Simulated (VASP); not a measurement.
# PdRh (R-3m) in VASP: single point with LDA

Aim: the single point of PdRh with LDA.

Everything below comes from runs of VASP 6.6.1. Logs are shortened: lines on timing, memory, paths and dates and some standing lists are left out, and cuts for length are marked.

### 1 The cell of the first run

It takes space group R-3m (No. 166, trigonal). The conventional cell has a = 2.758 Å, b = 2.758 Å, c = 13.486 Å, α = 90.00°, β = 90.00°, γ = 120.00°. Pd (site symmetry -3m) has 6 Rh at 2.75 Å and 6 Pd at 2.76 Å within 3.6 Å. Within 3.6 Å of Rh (site symmetry -3m) lie 6 Pd at 2.75 Å and 6 Rh at 2.76 Å.

### 2 Single point, LDA

INCAR reads:

```
SYSTEM = PdRh
ALGO     = Normal         ! electronic algorithm
EDIFF    = 1E-7           ! SCF threshold, eV
ENCUT    = 520            ! plane-wave cutoff, eV
ISIF     = 2              ! what is computed and relaxed
ISMEAR   = 0              ! smearing method
LASPH    = .TRUE.         ! aspherical terms in the spheres
LCHARG   = .FALSE.        ! write CHGCAR
LREAL    = .FALSE.        ! projectors in reciprocal space
LWAVE    = .FALSE.        ! write WAVECAR
NBANDS   = 20             ! bands
NELM     = 100            ! most SCF steps
PREC     = Accurate       ! precision mode
SIGMA    = 0.05           ! smearing width, eV
```

KPOINTS reads:

```
k-points
0
G
  9 9 9
  0 0 0
```

POSCAR reads:

```
PdRh
1.0
    1.3792150000      0.7962900000      4.4952460000
   -1.3792150000      0.7962900000      4.4952460000
    0.0000000000     -1.5925800000      4.4952460000
Pd Rh
1 1
Direct
    0.0000000000      0.0000000000      0.0000000000
    0.5000000000      0.5000000000      0.5000000000
```

Potentials or basis: VASP PAW LDA potentials, release 64 (Pd, Rh_pv).

Launch:

```bash
$ cat potpaw_LDA.64/Pd/POTCAR potpaw_LDA.64/Rh_pv/POTCAR > POTCAR
$ mpirun -np 1 vasp_std > vasp.out
```

OUTCAR:

```text
SYSTEM = PdRh
   EDIFF = 1E-7
   ENCUT = 520
   ISIF = 2
   ISMEAR = 0
   LASPH = .TRUE.
   LREAL = .FALSE.
   NELM = 100
   PREC = Accurate

 ion  position               nearest neighbor table
   1  0.000  0.000  0.000-   2 2.75   2 2.75   2 2.75   2 2.75   2 2.75   2 2.75
   2  0.500  0.500  0.500-   1 2.75   1 2.75   1 2.75   1 2.75   1 2.75   1 2.75

  LATTYP: Found a trigonal (rhomboedric) cell.
 ALAT       =     4.7690196457
 COS(alpha) =     0.8327231983

  Lattice vectors:

 A1 = (   1.3792150000,   0.7962900000,   4.4952460000)
 A2 = (  -1.3792150000,   0.7962900000,   4.4952460000)
 A3 = (   0.0000000000,  -1.5925800000,   4.4952460000)

Analysis of symmetry for initial positions (statically):
=====================================================================
 Subroutine PRICEL returns:
 Original cell was already a primitive cell.

 Routine SETGRP: Setting up the symmetry group for a
 trigonal (rhombohedral) supercell.

 Subroutine GETGRP returns: Found 12 space group operations
 (whereof 12 operations were pure point group operations)
 out of a pool of 12 trial point group operations.

The static configuration has the point symmetry D_3d.

Analysis of symmetry for dynamics (positions and initial velocities):
=====================================================================
 Subroutine PRICEL returns:
 Original cell was already a primitive cell.

 Routine SETGRP: Setting up the symmetry group for a
 trigonal (rhombohedral) supercell.

 Subroutine GETGRP returns: Found 12 space group operations
 (whereof 12 operations were pure point group operations)
 out of a pool of 12 trial point group operations.

The dynamic configuration has the point symmetry D_3d.

 Subroutine INISYM returns: Found 12 space group operations
 (whereof 12 operations are pure point group operations),
 and found     1 'primitive' translations

----------------------------------------------------------------------------------------

                                     Primitive cell

  volume of cell :      29.6216

  direct lattice vectors                    reciprocal lattice vectors
     1.379215000  0.796290000  4.495246000     0.362525060  0.209303981  0.074152412
    -1.379215000  0.796290000  4.495246000    -0.362525060  0.209303981  0.074152412
[... 79 lines left out ...]
   ISPIN  =      1    spin polarized calculation?
   LNONCOLLINEAR =      F non collinear calculations
   LSORBIT =      F    spin-orbit coupling
   LASPH  =      T    aspherical Exc in radial PAW
   ENCUT  =  520.0 eV  38.22 Ry    6.18 a.u.   8.87  8.87  8.87*2*pi/ulx,y,z
   NELM   =    100;   NELMIN=  2; NELMDL= -5     # of ELM steps
   EDIFF  = 0.1E-06   stopping-criterion for ELM
   LREAL  =      F    real-space projection
   EDIFFG = 0.1E-05   stopping-criterion for IOM
   NSW    =      0    number of steps for IOM
   IBRION =     -1    ionic relax: 0-MD 1-quasi-New 2-CG
   NFREE  =      0    steps in history (QN), initial steepest desc. (CG)
   ISIF   =      2    stress and relaxation
   ISYM   =      2    0-nonsym 1-usesym 2-fastsym
   POTIM  = 0.5000    time-step for ionic-motion
   TEBEG  =    0.0;   TEEND  =   0.0 temperature during run
   PSTRESS=    0.0 pullay stress
   NELECT =      25.0000    total number of electrons
   NUPDOWN=      -1.0000    fix difference up-down
   EMIN   =  10.00;   EMAX   =-10.00  energy-range for DOS
   EFERMI =   0.00;   METHOD = LEGACY
   ISMEAR =     0;   SIGMA  =   0.05  broadening in eV -4-tet -1-fermi 0-gaus
   EFERMI_NEDOS =   21; number of points for ismear=-14 and -15
   IALGO  =     38    algorithm
   IMIX   =      4    mixing-type and parameters
     AMIX     =   0.40;   BMIX     =  1.00
     AMIX_MAG =   1.60;   BMIX_MAG =  1.00
  volume/ion in A,a.u.               =      14.81        99.95
  Fermi-wavevector in a.u.,A,eV,Ry     =   1.547102  2.923598 32.565865  2.393524
  Thomas-Fermi vector in A             =   2.652243
   LORBIT       =      0    0 simple, 1 ext, 2 COOP (PROOUT), +10 PAW based schemes
   GGA     = CA    functional components
   LHFCALC =     F    Hartree Fock is set to
   AEXX    =    0.0000 exact exchange contribution
   IVDW    =     0    specifies the selected vdW correction
   LEPSILON=     F    determine dielectric tensor
   LRPA    =     F    only Hartree local field effects (RPA)
 non-spin polarized calculation
 Gauss-broadening in eV      SIGMA  =   0.05
  energy-cutoff  :      520.00
  volume of cell :       29.62
 maximum number of plane-waves:       808
   NGX = 17   NGY = 17   NGZ = 17

 number of electron      24.9999997 magnetization

 Free energy of the ion-electron system (eV)
  ---------------------------------------------------
  ext. energy  EPLUGINS =         0.00000000
  ---------------------------------------------------
  free energy    TOTEN  =       -14.87191940 eV

  energy without entropy =      -14.86546259  energy(sigma->0) =      -14.86869099

 E-fermi :   9.9546     XC(G=0): -13.6903

 val. band max:        9.9499671216   @ k =  -0.3333  -0.3333   0.2222
 cond. band min:       9.9588002808   @ k =  -0.4444   0.4444   0.0000
 fundamental gap:      0.0088331592
 Fermi energy:         9.9546040275

 k-point     1 :       0.0000    0.0000    0.0000
  band No.  band energies     occupation
      1     -36.0782      2.00000
      2     -35.9061      2.00000
      3     -35.9061      2.00000
      4       2.6035      2.00000
      5       4.4911      2.00000
      6       6.9431      2.00000
[... 541 lines left out ...]
     19      23.0637      0.00000
     20      26.0600      0.00000

 [... further k-points ...]

------------------------ aborting loop because EDIFF is reached ----------------------------------------

  FORCE on cell =-STRESS in cart. coord.  units (eV):
  Direction    XX          YY          ZZ          XY          YZ          ZX
  --------------------------------------------------------------------------------------
  -------------------------------------------------------------------------------------
  Total       -3.0950970     -3.0950958     -3.2348419      0.0000000     -0.0000000      0.0000000
  in kB     -167.4082660   -167.4082023   -174.9668212      0.0000000     -0.0000000      0.0000000
  external PRESSURE =    -169.9277632 kB  Pullay stress =       0.0000000 kB

 VOLUME and BASIS-vectors are now :
 -----------------------------------------------------------------------------
  energy-cutoff  :      520.00
  volume of cell :       29.62
      direct lattice vectors                 reciprocal lattice vectors
     1.379215000  0.796290000  4.495246000     0.362525060  0.209303981  0.074152412
    -1.379215000  0.796290000  4.495246000    -0.362525060  0.209303981  0.074152412
     0.000000000 -1.592580000  4.495246000     0.000000000 -0.418607961  0.074152412

 POSITION                                       TOTAL-FORCE (eV/Angst)
 -----------------------------------------------------------------------------------
      0.00000      0.00000      0.00000        -0.000000     -0.000000      0.000000
      0.00000      0.00000      6.74287         0.000000      0.000000     -0.000000
 -----------------------------------------------------------------------------------
    total drift:                                0.000000     -0.000000      0.000000

  FREE ENERGIE OF THE ION-ELECTRON SYSTEM (eV)
  ---------------------------------------------------
  free  energy   TOTEN  =       -14.8719193972 eV

  energy  without entropy=      -14.8654625881  energy(sigma->0) =      -14.86869099
```

OSZICAR:

```text
N       E                     dE             d eps       ncg     rms          rms(c)
DAV:   1     0.209266568869E+03    0.20927E+03   -0.14207E+04  3432   0.129E+03
DAV:   2    -0.111973577266E+02   -0.22046E+03   -0.21435E+03  3580   0.366E+02
DAV:   3    -0.157816862794E+02   -0.45843E+01   -0.45513E+01  3848   0.581E+01
DAV:   4    -0.158161154664E+02   -0.34429E-01   -0.34424E-01  3800   0.507E+00
DAV:   5    -0.158167302284E+02   -0.61476E-03   -0.61475E-03  3852   0.706E-01    0.120E+01
DAV:   6    -0.149177186610E+02    0.89901E+00   -0.28152E+00  3632   0.151E+01    0.464E+00
DAV:   7    -0.150178977173E+02   -0.10018E+00   -0.85247E-01  3560   0.797E+00    0.455E+00
DAV:   8    -0.148787856765E+02    0.13911E+00   -0.50419E-01  3548   0.624E+00    0.199E+00
DAV:   9    -0.148723788507E+02    0.64068E-02   -0.91775E-03  3684   0.865E-01    0.229E-01
DAV:  10    -0.148719584789E+02    0.42037E-03   -0.26873E-03  3708   0.419E-01    0.786E-02
DAV:  11    -0.148719325028E+02    0.25976E-04   -0.37391E-04  3672   0.170E-01    0.389E-02
DAV:  12    -0.148719199456E+02    0.12557E-04   -0.66351E-05  3768   0.682E-02    0.952E-03
DAV:  13    -0.148719194241E+02    0.52153E-06   -0.33591E-06  3952   0.151E-02    0.151E-03
DAV:  14    -0.148719193972E+02    0.26865E-07   -0.79476E-08  2188   0.216E-03
   1 F= -.14871919E+02 E0= -.14868691E+02  d E =-.645681E-02
```

It took 4.1 min on 1 thread of AMD EPYC 7R13, shared host; peak memory 0.18 GiB.

What came out:

```
Free energy : -14.8719 eV
Pressure    : -17.0 GPa
```
